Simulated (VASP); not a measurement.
Runs of VASP 6.6.1 on CS2. The structure is that of space group P4/mmm (No. 123), or close to it. The cells are those of the table. The cell was built from a structure type or drawn by symmetry, and may not be a known phase.

```tsv
task	cell	k mesh	cutoff (eV)	gap on the mesh (eV)	pressure (GPa)	relaxed volume (Å³/atom)
single point	a = 3.828, b = 3.828, c = 3.525 Å, 3 atoms	4 × 4 × 4	520	none	-0.4	-
single point	a = 3.815, b = 3.815, c = 3.200 Å, 3 atoms	4 × 4 × 6	520	none	-0.3	-
relaxation of cell and atoms	relaxed from a = 3.854, b = 3.854, c = 4.359 Å, 3 atoms	4 × 4 × 4	600	none	0.0	13.75
single point	a = 4.184, b = 4.184, c = 2.225 Å, 3 atoms	12 × 12 × 14	520	none	-0.3	-
relaxation of cell and atoms	relaxed from a = 3.815, b = 3.815, c = 3.200 Å, 3 atoms	12 × 12 × 14	600	none	0.0	12.94
relaxation of cell and atoms	relaxed from a = 3.828, b = 3.828, c = 3.525 Å, 3 atoms	4 × 4 × 6	600	none	0.0	15.41
single point	a = 4.170, b = 4.170, c = 2.240 Å, 3 atoms	12 × 12 × 20	520	none	-0.3	-
single point	a = 3.854, b = 3.854, c = 4.359 Å, 3 atoms	4 × 4 × 4	520	none	(a)	-
relaxation of cell and atoms	relaxed from a = 4.184, b = 4.184, c = 2.225 Å, 3 atoms	12 × 12 × 20	600	none	0.0	12.94
```

Alike in all rows: level PBE+D3(BJ); potentials or basis VASP PAW PBE potentials, release 64 (C, S); no spin polarisation; smearing gaussian 0.1 eV.

Task: Estimate the missing entries.

Result: (a) -1.2.

Caveats: some runs use coarse meshes; the volume moved by over 15 % at a fixed basis, so the end points are rough (at least some runs).

A gap of «none» marks levels without a gap at the run's occupations.
